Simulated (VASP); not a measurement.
# Ge (P-3m1) in VASP: single point with PBE

Aim: the single point of Ge with PBE.

All numbers are computed with VASP 6.6.1; they aren't measurements. Logs are shortened: lines on timing, memory, paths and dates and some standing lists are left out, and cuts for length are marked.

## Step 1: The cell of the first run

The structure is trigonal, space group P-3m1 (No. 164). The conventional cell has a = 4.067 Å, b = 4.067 Å, c = 16.666 Å, α = 90.00°, β = 90.00°, γ = 120.00°. Ge (site symmetry 3m) has 4 Ge at 2.49 to 2.51 Å within 3.3 Å. Within 3.3 Å of Ge (site symmetry 3m) lie 4 Ge at 2.49 to 2.51 Å. Within 3.3 Å of Ge (site symmetry 3m) lie 4 Ge at 2.49 Å. Within 3.3 Å of Ge (site symmetry 3m) lie 4 Ge at 2.49 Å. Ge (site symmetry 3m) has 4 Ge at 2.49 Å within 3.3 Å.

## Step 2: Single point, PBE

INCAR reads:

```
PREC     = Accurate       # precision mode
ENCUT    = 520            # plane-wave cutoff, eV
EDIFF    = 1E-6           # SCF threshold, eV
ISMEAR   = 0              # smearing method
SIGMA    = 0.1            # smearing width, eV
LREAL    = False          # projectors in reciprocal space
LASPH    = True           # aspherical terms in the spheres
NELM     = 60             # most SCF steps
ALGO     = Fast           # electronic algorithm
ISIF     = 2              # what is computed and relaxed
LWAVE    = False          # write WAVECAR
LCHARG   = True           # write CHGCAR
GGA      = PE             # functional
LELF     = True           # ELF
LVHAR    = True         
NBANDS   = 81             # bands
```

KPOINTS reads:

```
regular mesh
0
Gamma
  12 12 4
```

POSCAR reads:

```
Ge
1.0
    4.0674602541      0.0000000000      0.0000000000
   -2.0337301271      3.5225239090      0.0000000000
    0.0000000000      0.0000000000     16.6658135653
Ge
10
Direct
    0.0000000000      0.0000000000     -0.0007291608
    0.0000000000      0.0000000000      0.1498983977
    0.3333333333      0.6666666667      0.2001016023
    0.3333333333      0.6666666667      0.3507291608
    0.0000000000      0.0000000000      0.4007934728
    0.0000000000      0.0000000000      0.5502558312
    0.6666666667      0.3333333333      0.6001941410
    0.6666666667      0.3333333333      0.7498058590
    0.3333333333      0.6666666667      0.7997441688
    0.3333333333      0.6666666667      0.9492065272
```

Potentials or basis: VASP PAW PBE potentials, release 64 (Ge_d).

On the command line:

```bash
> cat potpaw_PBE.64/Ge_d/POTCAR > POTCAR
> mpirun -np 1 vasp_std > vasp.out
```

OUTCAR:

```text
PREC = Accurate
   ENCUT = 520
   EDIFF = 1E-6
   ISMEAR = 0
   LREAL = False
   LASPH = True
   NELM = 60
   ISIF = 2
   GGA = PE

 ion  position               nearest neighbor table
   1  0.000  0.000  0.999-  10 2.49  10 2.49  10 2.49   2 2.51
   2  0.000  0.000  0.150-   3 2.49   3 2.49   3 2.49   1 2.51
   3  0.333  0.667  0.200-   2 2.49   2 2.49   2 2.49   4 2.51
   4  0.333  0.667  0.351-   5 2.49   5 2.49   5 2.49   3 2.51
   5  0.000  0.000  0.401-   6 2.49   4 2.49   4 2.49   4 2.49
   6  0.000  0.000  0.550-   5 2.49   7 2.49   7 2.49   7 2.49
   7  0.667  0.333  0.600-   6 2.49   6 2.49   6 2.49   8 2.49
   8  0.667  0.333  0.750-   9 2.49   9 2.49   9 2.49   7 2.49
   9  0.333  0.667  0.800-  10 2.49   8 2.49   8 2.49   8 2.49
  10  0.333  0.667  0.949-   9 2.49   1 2.49   1 2.49   1 2.49

  LATTYP: Found a hexagonal cell.
 ALAT       =     4.0674602541
 C/A-ratio  =     4.0973513013

  Lattice vectors:

 A1 = (   4.0674602541,   0.0000000000,   0.0000000000)
 A2 = (  -2.0337301271,   3.5225239090,   0.0000000000)
 A3 = (   0.0000000000,   0.0000000000,  16.6658135653)

Analysis of symmetry for initial positions (statically):
=====================================================================
 Subroutine PRICEL returns:
 Original cell was already a primitive cell.

 Routine SETGRP: Setting up the symmetry group for a
 hexagonal supercell.

 Subroutine GETGRP returns: Found 12 space group operations
 (whereof  6 operations were pure point group operations)
 out of a pool of 24 trial point group operations.

The static configuration has the point symmetry C_3v.
 The point group associated with its full space group is D_3d.

Analysis of symmetry for dynamics (positions and initial velocities):
=====================================================================
 Subroutine PRICEL returns:
 Original cell was already a primitive cell.

 Routine SETGRP: Setting up the symmetry group for a
 hexagonal supercell.

 Subroutine GETGRP returns: Found 12 space group operations
 (whereof  6 operations were pure point group operations)
 out of a pool of 24 trial point group operations.

The dynamic configuration has the point symmetry C_3v.
 The point group associated with its full space group is D_3d.

 Subroutine INISYM returns: Found 12 space group operations
[... 119 lines left out ...]
   ISIF   =      2    stress and relaxation
   ISYM   =      2    0-nonsym 1-usesym 2-fastsym
   POTIM  = 0.5000    time-step for ionic-motion
   TEBEG  =    0.0;   TEEND  =   0.0 temperature during run
   PSTRESS=    0.0 pullay stress
   NELECT =     140.0000    total number of electrons
   NUPDOWN=      -1.0000    fix difference up-down
   EMIN   =  10.00;   EMAX   =-10.00  energy-range for DOS
   EFERMI =   0.00;   METHOD = LEGACY
   ISMEAR =     0;   SIGMA  =   0.10  broadening in eV -4-tet -1-fermi 0-gaus
   EFERMI_NEDOS =   21; number of points for ismear=-14 and -15
   IALGO  =     68    algorithm
   IMIX   =      4    mixing-type and parameters
     AMIX     =   0.40;   BMIX     =  1.00
     AMIX_MAG =   1.60;   BMIX_MAG =  1.00
  volume/ion in A,a.u.               =      23.88       161.14
  Fermi-wavevector in a.u.,A,eV,Ry     =   1.370197  2.589296 25.544108  1.877439
  Thomas-Fermi vector in A             =   2.496004
   LORBIT       =      0    0 simple, 1 ext, 2 COOP (PROOUT), +10 PAW based schemes
   GGA     = PE    functional components
   LHFCALC =     F    Hartree Fock is set to
   AEXX    =    0.0000 exact exchange contribution
   IVDW    =     0    specifies the selected vdW correction
   LEPSILON=     F    determine dielectric tensor
   LRPA    =     F    only Hartree local field effects (RPA)
 non-spin polarized calculation
 RMM-DIIS sequential band-by-band and
 Gauss-broadening in eV      SIGMA  =   0.10
  energy-cutoff  :      520.00
  volume of cell :      238.78
 maximum number of plane-waves:      6468
   NGX = 15   NGY = 15   NGZ = 61

 number of electron     139.9999908 magnetization

 Free energy of the ion-electron system (eV)
  ---------------------------------------------------
  ext. energy  EPLUGINS =         0.00000000
  ---------------------------------------------------
  free energy    TOTEN  =       -45.11561408 eV

  energy without entropy =      -45.11421098  energy(sigma->0) =      -45.11491253

 E-fermi :   4.5048     XC(G=0):  -9.6729

 val. band max:        4.4909619881   @ k =   0.0000   0.0000   0.2500
 cond. band min:       4.5500945165   @ k =   0.0000   0.0000   0.0000
 fundamental gap:      0.0591325284
 Fermi energy:         4.5047563182

 k-point     1 :       0.0000    0.0000    0.0000
  band No.  band energies     occupation
      1     -20.2959      2.00000
      2     -20.2959      2.00000
      3     -20.2885      2.00000
      4     -20.2885      2.00000
      5     -20.2761      2.00000
      6     -20.2761      2.00000
[... 2005 lines left out ...]
     80       8.0135      0.00000
     81       8.8178      0.00000

 [... further k-points ...]

------------------------ aborting loop because EDIFF is reached ----------------------------------------

  FORCE on cell =-STRESS in cart. coord.  units (eV):
  Direction    XX          YY          ZZ          XY          YZ          ZX
  --------------------------------------------------------------------------------------
  -------------------------------------------------------------------------------------
  Total       -0.0543209     -0.0543209     -0.0659020      0.0000000      0.0000000      0.0000000
  in kB       -0.3644802     -0.3644802     -0.4421863      0.0000000      0.0000000      0.0000000
  external PRESSURE =      -0.3903822 kB  Pullay stress =       0.0000000 kB

 VOLUME and BASIS-vectors are now :
 -----------------------------------------------------------------------------
  energy-cutoff  :      520.00
  volume of cell :      238.78
      direct lattice vectors                 reciprocal lattice vectors
     4.067460254  0.000000000  0.000000000     0.245853662  0.141943678  0.000000000
    -2.033730127  3.522523909  0.000000000     0.000000000  0.283887356  0.000000000
     0.000000000  0.000000000 16.665813565     0.000000000  0.000000000  0.060003071

 POSITION                                       TOTAL-FORCE (eV/Angst)
 -----------------------------------------------------------------------------------
      0.00000      0.00000     16.65366        -0.000000      0.000000      0.003217
      0.00000      0.00000      2.49818        -0.000000      0.000000     -0.001290
     -0.00000      2.34835      3.33486         0.000000     -0.000000      0.001290
     -0.00000      2.34835      5.84519         0.000000     -0.000000     -0.003217
      0.00000      0.00000      6.67955         0.000000     -0.000000      0.002350
      0.00000      0.00000      9.17046        -0.000000      0.000000     -0.003950
      2.03373      1.17417     10.00272         0.000000      0.000000      0.005873
      2.03373      1.17417     12.49612        -0.000000      0.000000     -0.005873
     -0.00000      2.34835     13.32839         0.000000      0.000000      0.003950
     -0.00000      2.34835     15.81930        -0.000000      0.000000     -0.002350
 -----------------------------------------------------------------------------------
    total drift:                                0.000000     -0.000000     -0.000061

  FREE ENERGIE OF THE ION-ELECTRON SYSTEM (eV)
  ---------------------------------------------------
  free  energy   TOTEN  =       -45.1156140808 eV

  energy  without entropy=      -45.1142109795  energy(sigma->0) =      -45.11491253
```

OSZICAR:

```text
N       E                     dE             d eps       ncg     rms          rms(c)
DAV:   1     0.191776637485E+04    0.19178E+04   -0.63135E+04 13028   0.473E+03
DAV:   2     0.353514269875E+03   -0.15643E+04   -0.15249E+04 11178   0.122E+03
DAV:   3    -0.258094948393E+01   -0.35610E+03   -0.34430E+03 11543   0.284E+02
DAV:   4    -0.436111792452E+02   -0.41030E+02   -0.39678E+02 12768   0.994E+01
DAV:   5    -0.454311354256E+02   -0.18200E+01   -0.18024E+01 12683   0.228E+01    0.682E+00
RMM:   6    -0.452215433301E+02    0.20959E+00   -0.44581E-01 13372   0.368E+00    0.402E+00
RMM:   7    -0.450974716197E+02    0.12407E+00   -0.33847E-01 13755   0.301E+00    0.313E-01
RMM:   8    -0.451120243942E+02   -0.14553E-01   -0.82561E-02 16580   0.146E+00    0.219E-01
RMM:   9    -0.451150115777E+02   -0.29872E-02   -0.14595E-02 17768   0.471E-01    0.187E-01
RMM:  10    -0.451156087314E+02   -0.59715E-03   -0.16948E-03 14186   0.166E-01    0.620E-02
RMM:  11    -0.451155888982E+02    0.19833E-04   -0.80928E-04 14404   0.172E-01    0.242E-02
RMM:  12    -0.451156062461E+02   -0.17348E-04   -0.15334E-04 17189   0.512E-02    0.196E-02
RMM:  13    -0.451156132444E+02   -0.69983E-05   -0.43316E-05 13414   0.278E-02    0.202E-02
RMM:  14    -0.451156143013E+02   -0.10568E-05   -0.13171E-05 13375   0.217E-02    0.838E-03
RMM:  15    -0.451156140808E+02    0.22050E-06   -0.45391E-06  9184   0.111E-02
   1 F= -.45115614E+02 E0= -.45114913E+02  d E =-.140310E-02
```

stdout:

```text
POSCAR found type information on POSCAR Ge
 POSCAR found :  1 types and      10 ions
 scaLAPACK will be used
 LDA part: xc-table for (Slater+PW92), standard interpolation
 POSCAR, INCAR and KPOINTS ok, starting setup
 FFT: planning ... GRIDC
 FFT: planning ... GRID_SOFT
 FFT: planning ... GRID
 WAVECAR not read
 entering main loop
WARNING in EDDRMM: call to ZHEGV failed, returncode =   8  4     61
WARNING in EDDRMM: call to ZHEGV failed, returncode =   8  4     74
WARNING in EDDRMM: call to ZHEGV failed, returncode =   8  4     76
WARNING in EDDRMM: call to ZHEGV failed, returncode =   6  3     68
```

Run time: 34 min. Hardware: 1 thread of Oxide Virtual Turin-like, shared host; peak memory 0.87 GiB.

Results:

| Property | Result |
| --- | --- |
| Free energy | -45.1156 eV |
| Pressure | 0.0 GPa |
| Largest force | 0.006 eV/Å |
| Band gap on the k mesh | zero (bands 70 and 71 overlap by 0.07 eV) |

Forces on the atoms (eV/Å):
```
Ge   0.000  0.000  0.003
Ge   0.000  0.000 -0.001
Ge   0.000  0.000  0.001
Ge   0.000  0.000 -0.003
Ge   0.000  0.000  0.002
Ge   0.000  0.000 -0.004
Ge   0.000  0.000  0.006
Ge   0.000  0.000 -0.006
Ge   0.000  0.000  0.004
Ge   0.000  0.000 -0.002
```

Caveat: semilocal functionals underestimate gaps, and a narrow one can read as zero.

The gap in the log of VASP goes by the Fermi energy; the results here count the filled bands.